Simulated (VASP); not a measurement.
# TiB2 (P6/mmm) in VASP: notebook

TiB2 is run at these levels: PBEsol; tasks: single point, relaxation of cell and atoms.

Everything below comes from runs of VASP 6.6.1. Logs are shortened: lines on timing, memory, paths and dates and some standing lists are left out, and cuts for length are marked.

### 1 The cell of the first run

Symmetry: P6/mmm, No. 191, hexagonal system. The conventional cell has a = 3.017 Å, b = 3.017 Å, c = 3.185 Å, α = 90.00°, β = 90.00°, γ = 120.00°. Ti (site symmetry 6/mmm) has 12 B at 2.36 Å and 8 Ti at 3.02 to 3.19 Å within 3.2 Å. B (site symmetry -6m2) has 3 B at 1.74 Å and 6 Ti at 2.36 Å within 2.4 Å.

### 2 Single point, PBEsol, collinear spin

The input, INCAR:

```
SYSTEM = TiB2
PREC = Accurate
ENCUT = 520
EDIFF = 1E-6
ISMEAR = -1
SIGMA = 0.05
LREAL = .FALSE.
LASPH = .TRUE.
NELM = 150
ALGO = Normal
ISIF = 2
LWAVE = .FALSE.
LCHARG = .FALSE.
ISPIN = 2
MAGMOM = 0.2 0.2 0.2
LORBIT = 11
LMAXMIX = 4
GGA = PS
NBANDS = 20
```

The input, KPOINTS:

```
regular mesh
0
G
  12 12 10
  0 0 0
```

The input, POSCAR:

```
TiB2
1.0
    3.0174686234      0.0000000000      0.0000000000
   -1.5087343117      2.6132044830      0.0000000000
    0.0000000000      0.0000000000      3.1853884116
Ti B
1 2
Direct
    0.0000000000      0.0000000000      0.0000000000
    0.3333333333      0.6666666667      0.5000000000
    0.6666666667      0.3333333333      0.5000000000
```

Potentials or basis: VASP PAW PBE potentials, release 64 (Ti_sv, B).

Started as:

```sh
> cat potpaw_PBE.64/Ti_sv/POTCAR potpaw_PBE.64/B/POTCAR > POTCAR
> mpirun -np 1 vasp_std > vasp.out
```

OUTCAR:

```text
SYSTEM = TiB2
   PREC = Accurate
   ENCUT = 520
   EDIFF = 1E-6
   ISMEAR = -1
   LREAL = .FALSE.
   LASPH = .TRUE.
   NELM = 150
   ISIF = 2
   ISPIN = 2
   LORBIT = 11
   GGA = PS

 ion  position               nearest neighbor table
   1  0.000  0.000  0.000-   2 2.36   3 2.36   2 2.36   3 2.36   3 2.36   3 2.36   2 2.36   2 2.36
                             3 2.36   3 2.36   2 2.36   2 2.36
   2  0.333  0.667  0.500-   3 1.74   3 1.74   3 1.74   1 2.36   1 2.36   1 2.36   1 2.36   1 2.36
                             1 2.36
   3  0.667  0.333  0.500-   2 1.74   2 1.74   2 1.74   1 2.36   1 2.36   1 2.36   1 2.36   1 2.36
                             1 2.36

  LATTYP: Found a hexagonal cell.
 ALAT       =     3.0174686234
 C/A-ratio  =     1.0556492243

  Lattice vectors:

 A1 = (   3.0174686234,   0.0000000000,   0.0000000000)
 A2 = (  -1.5087343117,   2.6132044830,   0.0000000000)
 A3 = (   0.0000000000,   0.0000000000,   3.1853884116)

Analysis of symmetry for initial positions (statically):
=====================================================================
 Subroutine PRICEL returns:
 Original cell was already a primitive cell.

 Routine SETGRP: Setting up the symmetry group for a
 hexagonal supercell.

 Subroutine GETGRP returns: Found 24 space group operations
 (whereof 24 operations were pure point group operations)
 out of a pool of 24 trial point group operations.

The static configuration has the point symmetry D_6h.

Analysis of symmetry for dynamics (positions and initial velocities):
=====================================================================
 Subroutine PRICEL returns:
 Original cell was already a primitive cell.

 Routine SETGRP: Setting up the symmetry group for a
 hexagonal supercell.

 Subroutine GETGRP returns: Found 24 space group operations
 (whereof 24 operations were pure point group operations)
 out of a pool of 24 trial point group operations.

The dynamic configuration has the point symmetry D_6h.

Analysis of structural, dynamic, and magnetic symmetry:
=====================================================================
 Subroutine PRICEL returns:
 Original cell was already a primitive cell.

 Routine SETGRP: Setting up the symmetry group for a
 hexagonal supercell.

 Subroutine GETGRP returns: Found 24 space group operations
 (whereof 24 operations were pure point group operations)
 out of a pool of 24 trial point group operations.

The overall configuration has the point symmetry D_6h.

 Subroutine INISYM returns: Found 24 space group operations
 (whereof 24 operations are pure point group operations),
 and found     1 'primitive' translations

----------------------------------------------------------------------------------------

                                     Primitive cell

  volume of cell :      25.1176

  direct lattice vectors                    reciprocal lattice vectors
     3.017468623  0.000000000  0.000000000     0.331403612  0.191335964  0.000000000
    -1.508734312  2.613204483  0.000000000     0.000000000  0.382671929  0.000000000
     0.000000000  0.000000000  3.185388412     0.000000000  0.000000000  0.313933458

  length of vectors
     3.017468623  3.017468623  3.185388412     0.382671929  0.382671929  0.313933458

  position of ions in fractional coordinates (direct lattice)
     0.000000000  0.000000000  0.000000000
     0.333333333  0.666666667  0.500000000
     0.666666667  0.333333333  0.500000000

  ion indices of the primitive-cell ions
   primitive index   ion index
                 1           1
                 2           2
                 3           3

----------------------------------------------------------------------------------------

 KPOINTS: regular mesh

Automatic generation of k-mesh.
 Grid dimensions read from file:
 generate k-points for:   12   12   10

 Generating k-lattice:

  Cartesian coordinates                     Fractional coordinates (reciprocal lattice)
     0.027616968  0.015944664  0.000000000     0.083333333 -0.000000000  0.000000000
     0.000000000  0.031889327  0.000000000     0.000000000  0.083333333  0.000000000
     0.000000000  0.000000000  0.031393346     0.000000000  0.000000000  0.100000000

  Length of vectors
     0.031889327  0.031889327  0.031393346

  Shift w.r.t. Gamma in fractional coordinates (k-lattice)
     0.000000000  0.000000000  0.000000000

 Subroutine IBZKPT returns following result:
 ===========================================

 Found    114 irreducible k-points:

 Following reciprocal coordinates:
            Coordinates               Weight
  0.000000  0.000000  0.000000      1.000000
  0.083333  0.000000  0.000000      6.000000
  0.166667 -0.000000  0.000000      6.000000
  0.250000  0.000000  0.000000      6.000000
  0.333333  0.000000  0.000000      6.000000
  0.416667  0.000000  0.000000      6.000000
[... 16 lines left out ...]
  0.250000  0.000000  0.100000     12.000000
  0.333333  0.000000  0.100000     12.000000
 [... further k-points ...]
   k-points           NKPTS =    114   k-points in BZ     NKDIM =    114   number of bands    NBANDS=     20
   number of dos      NEDOS =    301   number of ions     NIONS =      3
   total plane-waves  NPLWV =  13824
   dimension x,y,z NGX =    24 NGY =   24 NGZ =   24
   dimension x,y,z NGXF=    48 NGYF=   48 NGZF=   48
   ions per type =               1   2
   NGX,Y,Z   is equivalent  to a cutoff of  13.22, 13.22, 12.53 a.u.
   NGXF,Y,Z  is equivalent  to a cutoff of  26.45, 26.45, 25.05 a.u.
 SYSTEM =  TiB2
   PREC   = accura    normal or accurate (medium, high low for compatibility)
   ISTART =      0    job   : 0-new  1-cont  2-samecut
   ICHARG =      2    charge: 1-file 2-atom 10-const
   ISPIN  =      2    spin polarized calculation?
   LNONCOLLINEAR =      F non collinear calculations
   LSORBIT =      F    spin-orbit coupling
   LASPH  =      T    aspherical Exc in radial PAW
   ENCUT  =  520.0 eV  38.22 Ry    6.18 a.u.   5.61  5.61  5.92*2*pi/ulx,y,z
   NELM   =    150;   NELMIN=  2; NELMDL= -5     # of ELM steps
   EDIFF  = 0.1E-05   stopping-criterion for ELM
   LREAL  =      F    real-space projection
[... 7 lines left out ...]
   TEBEG  =    0.0;   TEEND  =   0.0 temperature during run
   PSTRESS=    0.0 pullay stress
   NELECT =      18.0000    total number of electrons
   NUPDOWN=      -1.0000    fix difference up-down
   EMIN   =  10.00;   EMAX   =-10.00  energy-range for DOS
   EFERMI =   0.00;   METHOD = LEGACY
   ISMEAR =    -1;   SIGMA  =   0.05  broadening in eV -4-tet -1-fermi 0-gaus
   EFERMI_NEDOS =   21; number of points for ismear=-14 and -15
   IALGO  =     38    algorithm
   IMIX   =      4    mixing-type and parameters
     AMIX     =   0.40;   BMIX     =  1.00
     AMIX_MAG =   1.60;   BMIX_MAG =  1.00
  volume/ion in A,a.u.               =       8.37        56.50
  Fermi-wavevector in a.u.,A,eV,Ry     =   1.465006  2.768460 29.201414  2.146243
  Thomas-Fermi vector in A             =   2.580915
   LORBIT       =     11    0 simple, 1 ext, 2 COOP (PROOUT), +10 PAW based schemes
   GGA     = PS    functional components
   LHFCALC =     F    Hartree Fock is set to
   AEXX    =    0.0000 exact exchange contribution
   IVDW    =     0    specifies the selected vdW correction
   LEPSILON=     F    determine dielectric tensor
   LRPA    =     F    only Hartree local field effects (RPA)
 spin polarized calculation
  energy-cutoff  :      520.00
  volume of cell :       25.12
 maximum number of plane-waves:       696
 NGX is ok and might be reduce to    24
   NGX = 11   NGY = 11   NGZ = 11

 number of electron      17.9999998 magnetization      -0.0012681

 number of electron      17.9999998 magnetization       0.0000390

 Free energy of the ion-electron system (eV)
  ---------------------------------------------------
  ext. energy  EPLUGINS =         0.00000000
  ---------------------------------------------------
  free energy    TOTEN  =       -25.79380295 eV

  energy without entropy =      -25.79023829  energy(sigma->0) =      -25.79202062

 E-fermi :  10.1536     XC(G=0): -12.9763

 val. band max:       10.1461910172   @ k =   0.3333   0.1667   0.0000
 cond. band min:      10.1758476460   @ k =   0.1667   0.1667   0.2000
 fundamental gap:      0.0296566288
 Fermi energy:        10.1536178223

 spin component 1

 k-point     1 :       0.0000    0.0000    0.0000
  band No.  band energies     occupation
      1     -46.4947      1.00000
      2     -22.9505      1.00000
      3     -22.6333      1.00000
      4     -22.6333      1.00000
      5      -3.4308      1.00000
      6       7.4387      1.00000
[... 12 lines left out ...]
     19      28.3022      0.00000
     20      29.6907      0.00000
[... 507 lines left out ...]
 k-point    24 :       0.3333    0.0000    0.1000
  band No.  band energies     occupation
      1     -46.4486      1.00000
      2     -22.9593      1.00000
      3     -22.9149      1.00000
      4     -22.7064      1.00000
      5      -1.3177      1.00000
      6       3.4526      1.00000
[... 12 lines left out ...]
     19      27.6999      0.00000
     20      28.2610      0.00000

 [... further k-points ...]

 spin component 2

 k-point     1 :       0.0000    0.0000    0.0000
  band No.  band energies     occupation
      1     -46.4946      1.00000
      2     -22.9504      1.00000
      3     -22.6332      1.00000
      4     -22.6332      1.00000
      5      -3.4308      1.00000
      6       7.4388      1.00000
[... 12 lines left out ...]
     19      28.3022      0.00000
     20      29.6907      0.00000
[... 507 lines left out ...]
 k-point    24 :       0.3333    0.0000    0.1000
  band No.  band energies     occupation
      1     -46.4486      1.00000
      2     -22.9593      1.00000
      3     -22.9149      1.00000
      4     -22.7064      1.00000
      5      -1.3176      1.00000
      6       3.4526      1.00000
[... 12 lines left out ...]
     19      27.6999      0.00000
     20      28.2611      0.00000

 [... further k-points ...]
[... 5 lines left out ...]
  --------------------------------------------------------------------------------------
  -------------------------------------------------------------------------------------
  Total        0.0493508      0.0493508      0.0300784      0.0000000      0.0000000      0.0000000
  in kB        3.1479373      3.1479373      1.9186134      0.0000000      0.0000000      0.0000000
  external PRESSURE =       2.7381627 kB  Pullay stress =       0.0000000 kB

 VOLUME and BASIS-vectors are now :
 -----------------------------------------------------------------------------
  energy-cutoff  :      520.00
  volume of cell :       25.12
      direct lattice vectors                 reciprocal lattice vectors
     3.017468623  0.000000000  0.000000000     0.331403612  0.191335964  0.000000000
    -1.508734312  2.613204483  0.000000000     0.000000000  0.382671929  0.000000000
     0.000000000  0.000000000  3.185388412     0.000000000  0.000000000  0.313933458

 POSITION                                       TOTAL-FORCE (eV/Angst)
 -----------------------------------------------------------------------------------
      0.00000      0.00000      0.00000         0.000000      0.000000      0.000000
     -0.00000      1.74214      1.59269        -0.000000      0.000000      0.000000
      1.50873      0.87107      1.59269        -0.000000     -0.000000      0.000000
 -----------------------------------------------------------------------------------
    total drift:                               -0.000000      0.000000      0.000000

  FREE ENERGIE OF THE ION-ELECTRON SYSTEM (eV)
  ---------------------------------------------------
  free  energy   TOTEN  =       -25.7938029514 eV

  energy  without entropy=      -25.7902382928  energy(sigma->0) =      -25.79202062

 total charge

# of ion       s       p       d       tot
------------------------------------------
    1        2.183   6.224   2.070  10.476
    2        0.688   1.337   0.000   2.024
    3        0.688   1.337   0.000   2.024
--------------------------------------------------
tot          3.558   8.897   2.070  14.525

 magnetization (x)

# of ion       s       p       d       tot
------------------------------------------
    1       -0.000  -0.000   0.000   0.000
    2        0.000  -0.000   0.000   0.000
    3        0.000  -0.000   0.000   0.000
--------------------------------------------------
tot         -0.000  -0.000   0.000   0.000
```

It took 2.3 min on 1 thread of Intel Xeon 8259CL, shared host; peak memory 0.21 GiB.

What came out:

| Item | Value |
| --- | --- |
| Free energy | -25.7938 eV |
| Pressure | 0.3 GPa |
| Band gap on the k mesh | zero (filled and empty bands overlap) |
| Net moment | 0.00 μB per cell |
| Valence electrons inside the program's atomic spheres | Ti 10.48; B 2.02 |

Stress tensor (GPa, compression positive):
```
0.31 0.00 0.00
0.00 0.31 0.00
0.00 0.00 0.19
```

Levels at points of the mesh, in eV from the Fermi level:
Spin up:
| k point | band 7 | band 8 | band 9 | band 10 | band 11 | band 12 |
| --- | --- | --- | --- | --- | --- | --- |
| (0.00, 0.00, 0.00) | -2.71 | -2.21 | -2.19 | 1.95 | 1.95 | 3.83 |
| (0.50, 0.00, 0.00) | -3.31 | -3.23 | -2.37 | 1.38 | 2.80 | 3.31 |
| (0.00, 0.00, 0.50) | -0.57 | -0.57 | -0.27 | -0.27 | 0.43 | 0.43 |
| (0.50, 0.00, 0.50) | -4.76 | -3.93 | -3.17 | 2.62 | 3.00 | 4.71 |
Spin down:
```tsv
k point	band 7	band 8	band 9	band 10	band 11	band 12
(0.00, 0.00, 0.00)	-2.71	-2.21	-2.19	1.95	1.95	3.83
(0.50, 0.00, 0.00)	-3.31	-3.23	-2.37	1.38	2.80	3.31
(0.00, 0.00, 0.50)	-0.57	-0.57	-0.27	-0.27	0.43	0.43
(0.50, 0.00, 0.50)	-4.76	-3.93	-3.17	2.62	3.00	4.71
```

Caveat: the PAW data sets were made with another functional, which shifts forces and pressure a little.

### 3 Relaxation of cell and atoms, PBEsol, collinear spin

This run uses another cell than the first one, of 8.55 Å³/atom.

The input, INCAR:

```
SYSTEM = TiB2
ALGO = Normal
EDIFF = 1E-6
EDIFFG = -0.002
ENCUT = 600
GGA = PS
IBRION = 2
ISIF = 3
ISMEAR = -1
ISPIN = 2
LASPH = .True.
LCHARG = .False.
LMAXMIX = 4
LORBIT = 11
LREAL = .False.
LWAVE = .False.
MAGMOM = 0.2 0.2 0.2
NELM = 150
NSW = 100
PREC = Accurate
SIGMA = 0.05
```

The input, KPOINTS:

```
k-points
0
Gamma
  12 12 10
  0 0 0
```

The input, POSCAR:

```
TiB2
1.0
    3.0292000000      0.0000000000      0.0000000000
   -1.5146000000      2.6233641531      0.0000000000
    0.0000000000      0.0000000000      3.2284000000
Ti B
1 2
Direct
    0.0000000000      0.0000000000      0.0000000000
    0.3333333333      0.6666666667      0.5000000000
    0.6666666667      0.3333333333      0.5000000000
```

Potentials or basis: VASP PAW PBE potentials, release 64 (Ti_sv, B).

Started as:

```sh
> cat potpaw_PBE.64/Ti_sv/POTCAR potpaw_PBE.64/B/POTCAR > POTCAR
> mpirun -np 1 vasp_std > vasp.out
```

Run time: 6.2 min. Hardware: 1 thread of Intel Xeon 8259CL, shared host; peak memory 0.22 GiB.

Results (log left out):

| Quantity | Value |
| --- | --- |
| Free energy | -25.7962 eV |
| Relaxed volume | 8.38 Å³/atom |
| Relaxed cell | a = 3.019 Å, b = 3.019 Å, c = 3.186 Å, α = 90.00°, β = 90.00°, γ = 120.00° |
| Space group after relaxing (to 0.1 Å) | P6/mmm (No. 191) |
| Energy gained by relaxing | 3.1 meV/atom |
| Ionic steps | 4 |
| Pressure after relaxing | 0.0 GPa |
| Band gap on the k mesh | zero (filled and empty bands overlap) |
| Net moment | 0.00 μB per cell |
| Valence electrons inside the program's atomic spheres | Ti 10.47; B 2.02 |

The path:
```
step  energy change (eV)  largest force (eV/Å)  pressure (GPa)  volume (Å³)
   1              0.0000                0.0000           -4.84        25.66
   2             -0.0023                0.0000            4.95        24.71
   3             -0.0085                0.0000            0.31        25.14
   4             -0.0093                0.0000            0.01        25.15
```

Final structure:
```
Ti B
1.0
     3.01877    0.00000    0.00000
    -1.50939    2.61433    0.00000
     0.00000    0.00000    3.18612
Ti B
1 2
Direct
  0.00000 0.00000 0.00000
  0.33333 0.66667 0.50000
  0.66667 0.33333 0.50000
```

Levels at points of the mesh, in eV from the Fermi level:
Spin up:
```csv
k point,band 5,band 6,band 7,band 8,band 9,band 10,band 11,band 12,band 13
"(0.00, 0.00, 0.00)",-13.58,-2.71,-2.71,-2.21,-2.18,1.95,1.95,3.83,3.83
"(0.50, 0.00, 0.00)",-9.47,-9.24,-3.31,-3.23,-2.36,1.38,2.79,3.30,3.49
"(0.00, 0.00, 0.50)",-11.53,-7.70,-0.57,-0.57,-0.27,-0.27,0.43,0.43,1.79
"(0.50, 0.00, 0.50)",-9.81,-7.54,-4.76,-3.93,-3.16,2.61,2.99,4.70,4.77
```
Spin down:
| k point | band 6 | band 7 | band 8 | band 9 | band 10 | band 11 | band 12 | band 13 |
| --- | --- | --- | --- | --- | --- | --- | --- | --- |
| (0.00, 0.00, 0.00) | -2.71 | -2.71 | -2.21 | -2.18 | 1.95 | 1.95 | 3.83 | 3.83 |
| (0.50, 0.00, 0.00) | -9.24 | -3.31 | -3.23 | -2.36 | 1.38 | 2.79 | 3.30 | 3.49 |
| (0.00, 0.00, 0.50) | -7.70 | -0.57 | -0.57 | -0.27 | -0.27 | 0.43 | 0.43 | 1.79 |
| (0.50, 0.00, 0.50) | -7.54 | -4.76 | -3.93 | -3.16 | 2.61 | 2.99 | 4.70 | 4.77 |

Caveat: the PAW data sets were made with another functional, which shifts forces and pressure a little.

The gap in the log of VASP goes by the Fermi energy; the results here count the filled bands.